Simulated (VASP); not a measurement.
A run of VASP 6.6.1 is set up as follows.

Contents of INCAR:

```
PREC = Accurate
ENCUT = 600
EDIFF = 1E-6
ISMEAR = 0
SIGMA = 0.2
LREAL = False
LASPH = True
NELM = 80
ALGO = Normal
ISIF = 3
LWAVE = False
LCHARG = False
GGA = PE
IBRION = 2
NSW = 36
EDIFFG = -0.08
```

The input KPOINTS:

```
Automatic mesh
0
Gamma
  5 5 1
```

File POSCAR:

```
MgSn6N
1.0
    3.1500000000      0.0000000000      0.0000000000
    0.0000000000      3.1500000000      0.0000000000
    0.0000000000      0.0000000000     18.8000000000
Mg Sn N
1 6 1
Direct
    0.0000000000      0.0000000000      0.0000000000
    0.5000000000      0.5000000000      0.5850000000
    0.5000000000      0.5000000000      0.4150000000
    0.5000000000      0.5000000000      0.1220000000
    0.5000000000      0.5000000000      0.8780000000
    0.0000000000      0.0000000000      0.7350000000
    0.0000000000      0.0000000000      0.2650000000
    0.5000000000      0.5000000000      0.0000000000
```

Potentials or basis: VASP PAW PBE potentials, release 64 (Mg, Sn_d, N).

Run with:

```console
$ cat potpaw_PBE.64/Mg/POTCAR potpaw_PBE.64/Sn_d/POTCAR potpaw_PBE.64/N/POTCAR > POTCAR
$ mpirun -np 1 vasp_std > vasp.out
```

Estimate the space group after relaxing (to 0.1 Å).

P4/mmm (No. 123).

Estimate the relaxed volume.

24.09 Å³/atom.

Final structure:
```xyz
8
Lattice="3.0816 0.0000 0.0000 0.0000 3.0816 0.0000 0.0000 0.0000 20.2904" Properties=species:S:1:pos:R:3 pbc="T T T"
Mg    3.0816    3.0816   20.2904
Sn    1.5408    1.5408   11.7061
Sn    1.5408    1.5408    8.5843
Sn    1.5408    1.5408    2.3734
Sn    1.5408    1.5408   17.9170
Sn    0.0000    0.0000   14.7553
Sn    0.0000    0.0000    5.5351
N     1.5408    1.5408   20.2904
```

Caveat: the k points lie up to 0.41 Å⁻¹ apart in the final cell, too coarse for converged energies and pressures of a metal.
